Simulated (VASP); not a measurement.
# Zn (P6_3/mmc) in VASP: a series of runs

Aim: see how the results for Zn move with the level of theory and the settings. Levels: PBEsol, SVWN5. Tasks: vibrations by perturbation theory.

Program: VASP 6.6.1. These are calculated values, not measurements. Logs are shortened: lines on timing, memory, paths and dates and some standing lists are left out, and cuts for length are marked.

## Step 1: The cell of the first run

Symmetry: P6_3/mmc, No. 194, hexagonal system. The conventional cell has a = 2.670 Å, b = 2.670 Å, c = 4.966 Å, α = 90.00°, β = 90.00°, γ = 120.00°. Within 3.5 Å of Zn (site symmetry -6m2) lie 12 Zn at 2.67 to 2.92 Å.

## Step 2: Vibrations by perturbation theory, PBEsol

INCAR reads:

```
SYSTEM = Zn
ALGO = Fast
EDIFF = 1E-8
ENCUT = 520
GGA = PS
IBRION = 8
ISIF = 2
ISMEAR = -1
LASPH = .True.
LCHARG = .False.
LREAL = .False.
LWAVE = .False.
NBANDS = 19
NELM = 60
NSW = 1
PREC = Accurate
SIGMA = 0.05
```

KPOINTS reads:

```
k-points
0
Gamma
  10 10 6
  0 0 0
```

POSCAR reads:

```
Zn
1.0
    2.6700000000      0.0000000000      0.0000000000
   -1.3350000000      2.3122878281      0.0000000000
    0.0000000000      0.0000000000      4.9660000000
Zn
2
Direct
    0.6666666667      0.3333333333      0.7500000000
    0.3333333333      0.6666666667      0.2500000000
```

Potentials or basis: VASP PAW PBE potentials, release 64 (Zn).

Started as:

```
$ cat potpaw_PBE.64/Zn/POTCAR > POTCAR
$ mpirun -np 1 vasp_std > vasp.out
```

OUTCAR:

```text
SYSTEM = Zn
   EDIFF = 1E-8
   ENCUT = 520
   GGA = PS
   IBRION = 8
   ISIF = 2
   ISMEAR = -1
   LASPH = .True.
   LREAL = .False.
   NELM = 60
   NSW = 1
   PREC = Accurate

 ion  position               nearest neighbor table
   1  0.667  0.333  0.750-   2 2.92   2 2.92   2 2.92   2 2.92   2 2.92   2 2.92
   2  0.333  0.667  0.250-   1 2.92   1 2.92   1 2.92   1 2.92   1 2.92   1 2.92

  LATTYP: Found a hexagonal cell.
 ALAT       =     2.6700000000
 C/A-ratio  =     1.8599250936

  Lattice vectors:

 A1 = (   2.6700000000,   0.0000000000,   0.0000000000)
 A2 = (  -1.3350000000,   2.3122878281,   0.0000000000)
 A3 = (   0.0000000000,   0.0000000000,   4.9660000000)

Analysis of symmetry for initial positions (statically):
=====================================================================
 Subroutine PRICEL returns:
 Original cell was already a primitive cell.

 Routine SETGRP: Setting up the symmetry group for a
 hexagonal supercell.

 Subroutine GETGRP returns: Found 24 space group operations
 (whereof 12 operations were pure point group operations)
 out of a pool of 24 trial point group operations.

The static configuration has the point symmetry D_3d.
 The point group associated with its full space group is D_6h.

Analysis of symmetry for dynamics (positions and initial velocities):
=====================================================================
 Subroutine PRICEL returns:
 Original cell was already a primitive cell.

 Routine SETGRP: Setting up the symmetry group for a
 hexagonal supercell.

 Subroutine GETGRP returns: Found 24 space group operations
 (whereof 12 operations were pure point group operations)
 out of a pool of 24 trial point group operations.

The dynamic configuration has the point symmetry D_3d.
 The point group associated with its full space group is D_6h.

 Subroutine INISYM returns: Found 24 space group operations
 (whereof 12 operations are pure point group operations),
 and found     1 'primitive' translations

----------------------------------------------------------------------------------------

                                     Primitive cell

  volume of cell :      30.6591

  direct lattice vectors                    reciprocal lattice vectors
     2.670000000  0.000000000  0.000000000     0.374531835  0.216236056  0.000000000
    -1.335000000  2.312287828  0.000000000     0.000000000  0.432472112  0.000000000
     0.000000000  0.000000000  4.966000000     0.000000000  0.000000000  0.201369311

  length of vectors
     2.670000000  2.670000000  4.966000000     0.432472112  0.432472112  0.201369311

  position of ions in fractional coordinates (direct lattice)
     0.666666667  0.333333333  0.750000000
     0.333333333  0.666666667  0.250000000

  ion indices of the primitive-cell ions
   primitive index   ion index
                 1           1
                 2           2

----------------------------------------------------------------------------------------

 KPOINTS: k-points

Automatic generation of k-mesh.
 Grid dimensions read from file:
 generate k-points for:   10   10    6

 Generating k-lattice:

  Cartesian coordinates                     Fractional coordinates (reciprocal lattice)
     0.037453184  0.021623606  0.000000000     0.100000000 -0.000000000  0.000000000
     0.000000000  0.043247211  0.000000000     0.000000000  0.100000000  0.000000000
     0.000000000  0.000000000  0.033561552     0.000000000  0.000000000  0.166666667

  Length of vectors
     0.043247211  0.043247211  0.033561552

  Shift w.r.t. Gamma in fractional coordinates (k-lattice)
     0.000000000  0.000000000  0.000000000

 Subroutine IBZKPT returns following result:
 ===========================================

 Found     56 irreducible k-points:

 Following reciprocal coordinates:
            Coordinates               Weight
  0.000000  0.000000  0.000000      1.000000
  0.100000  0.000000  0.000000      6.000000
  0.200000  0.000000  0.000000      6.000000
  0.300000  0.000000  0.000000      6.000000
  0.400000  0.000000  0.000000      6.000000
  0.500000  0.000000  0.000000      3.000000
[... 16 lines left out ...]
  0.300000  0.100000  0.166667     24.000000
  0.400000  0.100000  0.166667     24.000000
 [... further k-points ...]
   k-points           NKPTS =     56   k-points in BZ     NKDIM =     56   number of bands    NBANDS=     19
   number of dos      NEDOS =    301   number of ions     NIONS =      2
   total plane-waves  NPLWV =  16000
   dimension x,y,z NGX =    20 NGY =   20 NGZ =   40
   dimension x,y,z NGXF=    40 NGYF=   40 NGZF=   80
   ions per type =               2
   NGX,Y,Z   is equivalent  to a cutoff of  12.45, 12.45, 13.39 a.u.
   NGXF,Y,Z  is equivalent  to a cutoff of  24.91, 24.91, 26.78 a.u.
 SYSTEM =  Zn
   PREC   = accura    normal or accurate (medium, high low for compatibility)
   ISTART =      0    job   : 0-new  1-cont  2-samecut
   ICHARG =      2    charge: 1-file 2-atom 10-const
   ISPIN  =      1    spin polarized calculation?
   LNONCOLLINEAR =      F non collinear calculations
   LSORBIT =      F    spin-orbit coupling
   LASPH  =      T    aspherical Exc in radial PAW
   ENCUT  =  520.0 eV  38.22 Ry    6.18 a.u.   4.96  4.96  9.23*2*pi/ulx,y,z
   NELM   =     60;   NELMIN=  2; NELMDL= -5     # of ELM steps
   EDIFF  = 0.1E-07   stopping-criterion for ELM
   LREAL  =      F    real-space projection
   EDIFFG = 0.1E-06   stopping-criterion for IOM
   NSW    =      1    number of steps for IOM
   IBRION =      8    ionic relax: 0-MD 1-quasi-New 2-CG
   NFREE  =      0    steps in history (QN), initial steepest desc. (CG)
   ISIF   =      2    stress and relaxation
   ISYM   =      2    0-nonsym 1-usesym 2-fastsym
   POTIM  = 0.5000    time-step for ionic-motion
   TEBEG  =    0.0;   TEEND  =   0.0 temperature during run
   PSTRESS=    0.0 pullay stress
   NELECT =      24.0000    total number of electrons
   NUPDOWN=      -1.0000    fix difference up-down
   EMIN   =  10.00;   EMAX   =-10.00  energy-range for DOS
   EFERMI =   0.00;   METHOD = LEGACY
   ISMEAR =    -1;   SIGMA  =   0.05  broadening in eV -4-tet -1-fermi 0-gaus
   EFERMI_NEDOS =   21; number of points for ismear=-14 and -15
   IALGO  =     68    algorithm
   IMIX   =      4    mixing-type and parameters
     AMIX     =   0.40;   BMIX     =  1.00
     AMIX_MAG =   1.60;   BMIX_MAG =  1.00
  volume/ion in A,a.u.               =      15.33       103.45
  Fermi-wavevector in a.u.,A,eV,Ry     =   1.508778  2.851177 30.972445  2.276410
  Thomas-Fermi vector in A             =   2.619187
   LORBIT       =      0    0 simple, 1 ext, 2 COOP (PROOUT), +10 PAW based schemes
   GGA     = PS    functional components
   LHFCALC =     F    Hartree Fock is set to
   AEXX    =    0.0000 exact exchange contribution
   IVDW    =     0    specifies the selected vdW correction
   LEPSILON=     F    determine dielectric tensor
   LRPA    =     F    only Hartree local field effects (RPA)
 non-spin polarized calculation
 RMM-DIIS sequential band-by-band and
  energy-cutoff  :      520.00
  volume of cell :       30.66
 maximum number of plane-waves:       843
 NGX is ok and might be reduce to    20
   NGX =  9   NGY =  9   NGZ = 19

--------------------------------------- Ionic step        1  -------------------------------------------

 number of electron      24.0000011 magnetization

 Free energy of the ion-electron system (eV)
  ---------------------------------------------------
  ext. energy  EPLUGINS =         0.00000000
  ---------------------------------------------------
  free energy    TOTEN  =        -3.14923788 eV

  energy without entropy =       -3.14497796  energy(sigma->0) =       -3.14710792

 E-fermi :   2.8246     XC(G=0): -11.6588

 val. band max:        2.7079324008   @ k =   0.1000   0.1000   0.1667
 cond. band min:       2.8527821124   @ k =   0.3000   0.2000   0.1667
 fundamental gap:      0.1448497116
 Fermi energy:         2.8246150369

 k-point     1 :       0.0000    0.0000    0.0000
  band No.  band energies     occupation
      1      -7.4706      2.00000
      2      -5.6709      2.00000
      3      -4.9752      2.00000
      4      -4.7461      2.00000
      5      -4.7461      2.00000
      6      -4.6971      2.00000
[... 505 lines left out ...]
      6      -4.5034      2.00000
[... 11 lines left out ...]
     18      14.9460      0.00000
     19      18.7406      0.00000

 [... further k-points ...]
[... 5 lines left out ...]
  --------------------------------------------------------------------------------------
  -------------------------------------------------------------------------------------
  Total       -1.1899420     -1.1899420     -0.7718570      0.0000000      0.0000000     -0.0000000
  in kB      -62.1836944    -62.1836944    -40.3355087      0.0000000      0.0000000     -0.0000000
  external PRESSURE =     -54.9009658 kB  Pullay stress =       0.0000000 kB

 VOLUME and BASIS-vectors are now :
 -----------------------------------------------------------------------------
  energy-cutoff  :      520.00
  volume of cell :       30.66
      direct lattice vectors                 reciprocal lattice vectors
     2.670000000  0.000000000  0.000000000     0.374531835  0.216236056  0.000000000
    -1.335000000  2.312287828  0.000000000     0.000000000  0.432472112  0.000000000
     0.000000000  0.000000000  4.966000000     0.000000000  0.000000000  0.201369311

 POSITION                                       TOTAL-FORCE (eV/Angst)
 -----------------------------------------------------------------------------------
      1.33500      0.77076      3.72450         0.000000      0.000000      0.000000
     -0.00000      1.54153      1.24150        -0.000000      0.000000      0.000000
 -----------------------------------------------------------------------------------
    total drift:                               -0.000000      0.000000      0.000000

  FREE ENERGIE OF THE ION-ELECTRON SYSTEM (eV)
  ---------------------------------------------------
  free  energy   TOTEN  =        -3.1492378796 eV

  energy  without entropy=       -3.1449779641  energy(sigma->0) =       -3.14710792

[... ionic steps 2 to 3 ...]

--------------------------------------- Ionic step        4  -------------------------------------------

------------------------ aborting loop because EDIFF is reached ----------------------------------------

[... ionic steps 5 to 5 ...]

--------------------------------------- Ionic step        6  -------------------------------------------

 Free energy of the ion-electron system (eV)
  ---------------------------------------------------
  ---------------------------------------------------
  free energy    TOTEN  =        -0.22107084 eV

  energy without entropy =       -0.22107084

------------------------ aborting loop because EDIFF is reached ----------------------------------------

 INTERNAL STRAIN TENSOR  FOR ION    1  DIRECTION 3   (eV/Angst):
 -----------------------------------------------------------------------------
     0.00189  0.00000  0.00000
     0.00000  0.00189  0.00000
     0.00000  0.00000  0.00029

 INTERNAL STRAIN TENSOR FOR ION    2 for displacements in x,y,z  (eV/Angst):
          X           Y           Z          XY          YZ          ZX
  --------------------------------------------------------------------------------
  x     0.00000     0.00000     0.00000     0.29734     0.00000     0.00000
  y     0.29734    -0.29734     0.00000     0.00000     0.00000     0.00000
  z     0.00000    -0.00000    -0.00000     0.00000    -0.00000     0.00000

 SECOND DERIVATIVES (NOT SYMMETRIZED)
 ------------------------------------
               1X          1Y          1Z          2X          2Y          2Z
  1X    -0.474919   -0.000000    0.000000    0.474919    0.000000    0.000000
  1Y    -0.000000   -0.474919    0.000000    0.000000    0.474919    0.000000
  1Z     0.000000   -0.000000   -1.696040    0.000000    0.000000    1.696040
  2X     0.474919    0.000000    0.000000   -0.474919   -0.000000    0.000000
  2Y     0.000000    0.474919    0.000000   -0.000000   -0.474919    0.000000
  2Z     0.000000    0.000000    1.696040    0.000000   -0.000000   -1.696040

 Eigenvectors and eigenvalues of the dynamical matrix
 ----------------------------------------------------

   1 f  =    3.560640 THz    22.372162 2PiTHz  118.770173 cm-1    14.725618 meV
             X         Y         Z           dx          dy          dz
      1.335000  0.770763  3.724500     0.000000    0.000000    0.707107
     -0.000000  1.541525  1.241500     0.000000    0.000000   -0.707107
[... 21 lines left out ...]
   6 f  =    0.000000 THz     0.000000 2PiTHz    0.000000 cm-1     0.000000 meV
             X         Y         Z           dx          dy          dz
      1.335000  0.770763  3.724500     0.000000    0.000000    0.707107
     -0.000000  1.541525  1.241500     0.000000    0.000000    0.707107

--------------------------------------------------------------------------------------------------------

 ELASTIC MODULI CONTR FROM IONIC RELAXATION (kBar)
 Direction    XX          YY          ZZ          XY          YZ          ZX
 --------------------------------------------------------------------------------
 XX          -9.7280      9.7280     -0.0000     -0.0000      0.0000      0.0000
 YY           9.7280     -9.7280      0.0000      0.0000     -0.0000      0.0000
 ZZ          -0.0000      0.0000     -0.0000     -0.0000     -0.0000      0.0000
 XY          -0.0000      0.0000     -0.0000     -9.7280      0.0000      0.0000
 YZ           0.0000     -0.0000     -0.0000      0.0000     -0.0000      0.0000
 ZX           0.0000      0.0000      0.0000      0.0000      0.0000      0.0000
 --------------------------------------------------------------------------------
```

Wall time 2.1 min (1 thread of Intel Xeon Platinum 8488C (Sapphire Rapids), shared host); peak memory 0.33 GiB.

What came out:

- Highest phonon frequency at Γ: 119 cm⁻¹

Phonon frequencies in cm⁻¹ (negative: imaginary):
```csv
q point,frequencies
"(0.000, 0.000, 0.000)",0 0 0 63 63 119
```

Caveat: the cell wasn't relaxed at this level first, which shifts response properties; the PAW data sets were made with another functional, which shifts forces and pressure a little.

(Part 1 of 2 ends here.)
